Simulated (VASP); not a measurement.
# O (Cmce) in VASP: single point with r2SCAN

Aim: the single point of O with r2SCAN.

Everything below comes from runs of VASP 6.6.1. Logs are shortened: lines on timing, memory, paths and dates and some standing lists are left out, and cuts for length are marked.

## (1) The cell of the first run

It takes space group Cmce (No. 64, orthorhombic). The conventional cell has a = 4.842 Å, b = 3.200 Å, c = 6.527 Å, α = 90.00°, β = 90.00°, γ = 90.00°. O (site symmetry m) has 3 O at 1.80 to 2.36 Å within 2.4 Å.

## (2) Single point, r2SCAN

POSCAR

```
O
1.0
    2.4209695304     -1.6000756579      0.0000000000
    2.4209695304      1.6000756579      0.0000000000
    0.0000000000      0.0000000000      6.5271073763
O
4
Direct
    0.8500000000      0.1500000000      0.1170000000
    0.6500000000      0.3500000000      0.6170000000
    0.1500000000      0.8500000000      0.8830000000
    0.3500000000      0.6500000000      0.3830000000
```

INCAR.step1

```
SYSTEM = O
  PREC = Accurate
  ENCUT = 520
  ISMEAR = 0
  SIGMA = 0.1
  LREAL = .False.
  LASPH = .True.
  NELM = 100
  NBANDS = 20
  GGA = PE
  ALGO = Normal
  EDIFF = 1E-4
  LWAVE = .True.
  LCHARG = .False.
```

INCAR.step2

```
SYSTEM = O
  PREC = Accurate
  ENCUT = 520
  EDIFF = 1E-6
  ISMEAR = 0
  SIGMA = 0.1
  LREAL = .False.
  LASPH = .True.
  NELM = 100
  ALGO = Normal
  ISIF = 2
  LWAVE = .False.
  LCHARG = .True.
  METAGGA = R2SCAN
  LMIXTAU = .True.
  LELF = .True.
  LVHAR = .True.
  NBANDS = 20
  ISTART = 1
```

KPOINTS

```
regular mesh
0
Gamma
  6 6 4
  0 0 0
```

Potentials or basis: VASP PAW PBE potentials, release 64 (O).

On the command line:

```console
$ cat potpaw_PBE.64/O/POTCAR > POTCAR
$ cp INCAR.step1 INCAR
$ mpirun -np 1 vasp_std > vasp.out
$ cp INCAR.step2 INCAR
$ mpirun -np 1 vasp_std > vasp.out
```

OUTCAR:

```text
SYSTEM = O
   PREC = Accurate
   ENCUT = 520
   EDIFF = 1E-6
   ISMEAR = 0
   LREAL = .False.
   LASPH = .True.
   NELM = 100
   ISIF = 2
   METAGGA = R2SCAN
   ISTART = 1

 ion  position               nearest neighbor table
   1  0.850  0.150  0.117-   3 1.80
   2  0.650  0.350  0.617-   4 1.80
   3  0.150  0.850  0.883-   1 1.80
   4  0.350  0.650  0.383-   2 1.80

  LATTYP: Found a base centered orthorhombic cell.
 ALAT       =     3.2001513158
 B/A-ratio  =     1.5130344109
 C/A-ratio  =     2.0396246090

  Lattice vectors:

 A1 = (  -2.4209695304,  -1.6000756579,   0.0000000000)
 A2 = (   2.4209695304,  -1.6000756579,   0.0000000000)
 A3 = (   0.0000000000,   0.0000000000,   6.5271073763)

Analysis of symmetry for initial positions (statically):
=====================================================================
 Subroutine PRICEL returns:
 Original cell was already a primitive cell.

 Routine SETGRP: Setting up the symmetry group for a
 base centered orthorhombic supercell.

 Subroutine GETGRP returns: Found  8 space group operations
 (whereof  4 operations were pure point group operations)
 out of a pool of  8 trial point group operations.

The static configuration has the point symmetry C_2h.
 The point group associated with its full space group is D_2h.

Analysis of symmetry for dynamics (positions and initial velocities):
=====================================================================
 Subroutine PRICEL returns:
 Original cell was already a primitive cell.

 Routine SETGRP: Setting up the symmetry group for a
 base centered orthorhombic supercell.

 Subroutine GETGRP returns: Found  8 space group operations
 (whereof  4 operations were pure point group operations)
 out of a pool of  8 trial point group operations.

The dynamic configuration has the point symmetry C_2h.
 The point group associated with its full space group is D_2h.

 Subroutine INISYM returns: Found  8 space group operations
 (whereof  4 operations are pure point group operations),
 and found     1 'primitive' translations

----------------------------------------------------------------------------------------

                                     Primitive cell

  volume of cell :      50.5686

  direct lattice vectors                    reciprocal lattice vectors
     2.420969530 -1.600075658  0.000000000     0.206528828 -0.312485224  0.000000000
     2.420969530  1.600075658  0.000000000     0.206528828  0.312485224  0.000000000
     0.000000000  0.000000000  6.527107376     0.000000000  0.000000000  0.153207224

  length of vectors
     2.901953752  2.901953752  6.527107376     0.374567980  0.374567980  0.153207224

  position of ions in fractional coordinates (direct lattice)
     0.850000000  0.150000000  0.117000000
     0.650000000  0.350000000  0.617000000
     0.150000000  0.850000000  0.883000000
     0.350000000  0.650000000  0.383000000

  ion indices of the primitive-cell ions
   primitive index   ion index
                 1           1
                 2           2
                 3           3
                 4           4

----------------------------------------------------------------------------------------

 KPOINTS: regular mesh

Automatic generation of k-mesh.
 Grid dimensions read from file:
 generate k-points for:    6    6    4

 Generating k-lattice:

  Cartesian coordinates                     Fractional coordinates (reciprocal lattice)
     0.034421471 -0.052080871  0.000000000     0.166666667  0.000000000  0.000000000
     0.034421471  0.052080871  0.000000000     0.000000000  0.166666667  0.000000000
     0.000000000  0.000000000  0.038301806     0.000000000  0.000000000  0.250000000

  Length of vectors
     0.062427997  0.062427997  0.038301806

  Shift w.r.t. Gamma in fractional coordinates (k-lattice)
     0.000000000  0.000000000  0.000000000

 Subroutine IBZKPT returns following result:
 ===========================================

 Found     39 irreducible k-points:

 Following reciprocal coordinates:
            Coordinates               Weight
  0.000000  0.000000  0.000000      1.000000
  0.166667  0.000000  0.000000      4.000000
  0.333333  0.000000  0.000000      4.000000
  0.500000 -0.000000  0.000000      2.000000
  0.166667  0.166667  0.000000      2.000000
  0.333333  0.166667  0.000000      4.000000
[... 16 lines left out ...]
  0.333333  0.333333  0.250000      4.000000
  0.500000  0.333333  0.250000      8.000000
 [... further k-points ...]
   k-points           NKPTS =     39   k-points in BZ     NKDIM =     39   number of bands    NBANDS=     20
   number of dos      NEDOS =    301   number of ions     NIONS =      4
   total plane-waves  NPLWV =  28800
   dimension x,y,z NGX =    24 NGY =   24 NGZ =   50
   dimension x,y,z NGXF=    48 NGYF=   48 NGZF=  100
   ions per type =               4
   NGX,Y,Z   is equivalent  to a cutoff of  13.75, 13.75, 12.74 a.u.
   NGXF,Y,Z  is equivalent  to a cutoff of  27.50, 27.50, 25.47 a.u.
 SYSTEM =  O
   PREC   = accura    normal or accurate (medium, high low for compatibility)
   ISTART =      1    job   : 0-new  1-cont  2-samecut
   ICHARG =      0    charge: 1-file 2-atom 10-const
   ISPIN  =      1    spin polarized calculation?
   LNONCOLLINEAR =      F non collinear calculations
   LSORBIT =      F    spin-orbit coupling
   LASPH  =      T    aspherical Exc in radial PAW
   ENCUT  =  520.0 eV  38.22 Ry    6.18 a.u.   5.40  5.40 12.14*2*pi/ulx,y,z
   NELM   =    100;   NELMIN=  2; NELMDL=  0     # of ELM steps
   EDIFF  = 0.1E-05   stopping-criterion for ELM
   LREAL  =      F    real-space projection
   EDIFFG = 0.1E-04   stopping-criterion for IOM
   NSW    =      0    number of steps for IOM
   IBRION =     -1    ionic relax: 0-MD 1-quasi-New 2-CG
   NFREE  =      0    steps in history (QN), initial steepest desc. (CG)
   ISIF   =      2    stress and relaxation
   ISYM   =      2    0-nonsym 1-usesym 2-fastsym
   POTIM  = 0.5000    time-step for ionic-motion
   TEBEG  =    0.0;   TEEND  =   0.0 temperature during run
   PSTRESS=    0.0 pullay stress
   NELECT =      24.0000    total number of electrons
   NUPDOWN=      -1.0000    fix difference up-down
   EMIN   =  10.00;   EMAX   =-10.00  energy-range for DOS
   EFERMI =   0.00;   METHOD = LEGACY
   ISMEAR =     0;   SIGMA  =   0.10  broadening in eV -4-tet -1-fermi 0-gaus
   EFERMI_NEDOS =   21; number of points for ismear=-14 and -15
   IALGO  =     38    algorithm
   IMIX   =      4    mixing-type and parameters
     AMIX     =   0.40;   BMIX     =  1.00
     AMIX_MAG =   1.60;   BMIX_MAG =  1.00
  volume/ion in A,a.u.               =      12.64        85.31
  Fermi-wavevector in a.u.,A,eV,Ry     =   1.276983  2.413148 22.186817  1.630685
  Thomas-Fermi vector in A             =   2.409608
   LORBIT       =      0    0 simple, 1 ext, 2 COOP (PROOUT), +10 PAW based schemes
   METAGGA = R2SCAN    functional components
   LHFCALC =     F    Hartree Fock is set to
   AEXX    =    0.0000 exact exchange contribution
   IVDW    =     0    specifies the selected vdW correction
   LEPSILON=     F    determine dielectric tensor
   LRPA    =     F    only Hartree local field effects (RPA)
 non-spin polarized calculation
 Gauss-broadening in eV      SIGMA  =   0.10
  energy-cutoff  :      520.00
  volume of cell :       50.57
 maximum number of plane-waves:      1378
 NGX is ok and might be reduce to    24
   NGX = 11   NGY = 11   NGZ = 25

 number of electron      24.0000001 magnetization

 Free energy of the ion-electron system (eV)
  ---------------------------------------------------
  ext. energy  EPLUGINS =         0.00000000
  ---------------------------------------------------
  free energy    TOTEN  =       -13.74188743 eV

  energy without entropy =      -13.71056411  energy(sigma->0) =      -13.72622577

 E-fermi :  -2.8864     XC(G=0):  -9.9541

 val. band max:       -2.8973401506   @ k =   0.3333   0.3333   0.0000
 cond. band min:      -2.8840262161   @ k =  -0.1667   0.1667   0.0000
 fundamental gap:      0.0133139345
 Fermi energy:        -2.8863853803

 k-point     1 :       0.0000    0.0000    0.0000
  band No.  band energies     occupation
      1     -22.4781      2.00000
      2     -21.4706      2.00000
      3     -19.6298      2.00000
      4     -18.0363      2.00000
      5      -6.9804      2.00000
      6      -5.4114      2.00000
[... 12 lines left out ...]
     19      12.9946      0.00000
     20      14.8483      0.00000

 k-point     2 :       0.1667    0.0000    0.0000
  band No.  band energies     occupation
      1     -22.2869      2.00000
      2     -21.3859      2.00000
      3     -19.5056      2.00000
      4     -18.1368      2.00000
      5      -6.9797      2.00000
      6      -5.7499      2.00000
[... 12 lines left out ...]
     19      13.4096      0.00000
     20      15.5958      0.00000

 k-point     3 :       0.3333    0.0000    0.0000
  band No.  band energies     occupation
      1     -21.8173      2.00000
      2     -21.2572      2.00000
      3     -19.1983      2.00000
      4     -18.4287      2.00000
      5      -7.1806      2.00000
      6      -6.6545      2.00000
[... 12 lines left out ...]
     19      14.0834      0.00000
     20      15.5831      0.00000

 k-point     4 :       0.5000   -0.0000    0.0000
  band No.  band energies     occupation
      1     -21.3728      2.00000
      2     -21.3728      2.00000
      3     -18.8201      2.00000
      4     -18.8201      2.00000
      5      -7.2532      2.00000
      6      -7.2532      2.00000
[... 429 lines left out ...]
 k-point    23 :       0.3333    0.3333    0.2500
  band No.  band energies     occupation
      1     -21.8066      2.00000
      2     -21.2456      2.00000
      3     -18.9755      2.00000
      4     -18.1285      2.00000
      5      -6.5897      2.00000
      6      -5.9604      2.00000
[... 12 lines left out ...]
     19      14.9308      0.00000
     20      15.3742      0.00000

 k-point    24 :       0.5000    0.3333    0.2500
  band No.  band energies     occupation
      1     -21.5773      2.00000
      2     -21.1250      2.00000
      3     -18.8842      2.00000
      4     -18.2375      2.00000
      5      -6.6752      2.00000
      6      -6.1924      2.00000
[... 12 lines left out ...]
     19      15.0731      0.00000
     20      15.4988      0.00000

 [... further k-points ...]

------------------------ aborting loop because EDIFF is reached ----------------------------------------

  FORCE on cell =-STRESS in cart. coord.  units (eV):
  Direction    XX          YY          ZZ          XY          YZ          ZX
  --------------------------------------------------------------------------------------
  -------------------------------------------------------------------------------------
  Total       -0.6810430     -8.5758902    -18.3767350      0.0000000      0.0000000      0.0000000
  in kB      -21.5776692   -271.7122391   -582.2350416      0.0000000      0.0000000      0.0000000
  external PRESSURE =    -291.8416500 kB  Pullay stress =       0.0000000 kB

 VOLUME and BASIS-vectors are now :
 -----------------------------------------------------------------------------
  energy-cutoff  :      520.00
  volume of cell :       50.57
      direct lattice vectors                 reciprocal lattice vectors
     2.420969530 -1.600075658  0.000000000     0.206528828 -0.312485224  0.000000000
     2.420969530  1.600075658  0.000000000     0.206528828  0.312485224  0.000000000
     0.000000000  0.000000000  6.527107376     0.000000000  0.000000000  0.153207224

 POSITION                                       TOTAL-FORCE (eV/Angst)
 -----------------------------------------------------------------------------------
      2.42097     -1.12005      0.76367         0.000000     -3.339148     -4.490881
      2.42097     -0.48002      4.02723         0.000000      3.339148     -4.490881
      2.42097      1.12005      5.76344         0.000000      3.339148      4.490881
      2.42097      0.48002      2.49988         0.000000     -3.339148      4.490881
 -----------------------------------------------------------------------------------
    total drift:                               -0.000000     -0.000000     -0.000000

  FREE ENERGIE OF THE ION-ELECTRON SYSTEM (eV)
  ---------------------------------------------------
  free  energy   TOTEN  =       -13.7418874291 eV

  energy  without entropy=      -13.7105641085  energy(sigma->0) =      -13.72622577
```

It took 48 s on 1 thread of Intel Xeon 6975P-C (Granite Rapids), shared host; peak memory 0.17 GiB.

Results:

```yaml
Free_energy: -13.7419 eV
Pressure: -29.2 GPa
Largest_force: 5.596 eV/Å
Band_gap_on_the_k_mesh: zero (bands 12 and 13 overlap by 0.70 eV)
```

Forces in eV/Å, atoms in the order of the input:
```
O    0.000 -3.339 -4.491
O    0.000  3.339 -4.491
O    0.000  3.339  4.491
O    0.000 -3.339  4.491
```

Stress tensor (GPa, compression positive):
```
 -2.16   0.00   0.00
  0.00 -27.17   0.00
  0.00   0.00 -58.22
```

Levels at points of the mesh, in eV from the Fermi level:
```
           k point  band 8  band 9  band 10  band 11  band 12  band 13  band 14  band 15  band 16  band 17
(0.00, 0.00, 0.00)   -1.06   -0.67    -0.55    -0.54     0.15     0.39     0.44     2.25     3.13    12.20
(0.50, 0.00, 0.00)   -2.15   -1.03    -1.03    -0.60    -0.60     0.17     0.17     2.94     2.94    16.37
(0.50, 0.50, 0.00)   -2.49   -1.68    -1.50    -1.24    -0.71    -0.05     0.19     2.27     2.88    17.46
(0.00, 0.00, 0.50)   -0.79   -0.61    -0.61    -0.29    -0.29     0.42     0.42     2.62     2.62    13.14
(0.50, 0.00, 0.50)   -3.18   -1.16    -1.16    -0.20    -0.20     0.62     0.62     2.70     2.70    16.38
(0.50, 0.50, 0.50)   -3.36   -1.19    -1.19    -0.52    -0.52    -0.45    -0.45     2.53     2.53    17.58
```

Caveat: the k points lie up to 0.39 Å⁻¹ apart, too coarse for converged energies and pressures of a metal; the PAW data sets were made with another functional, which shifts forces and pressure a little.
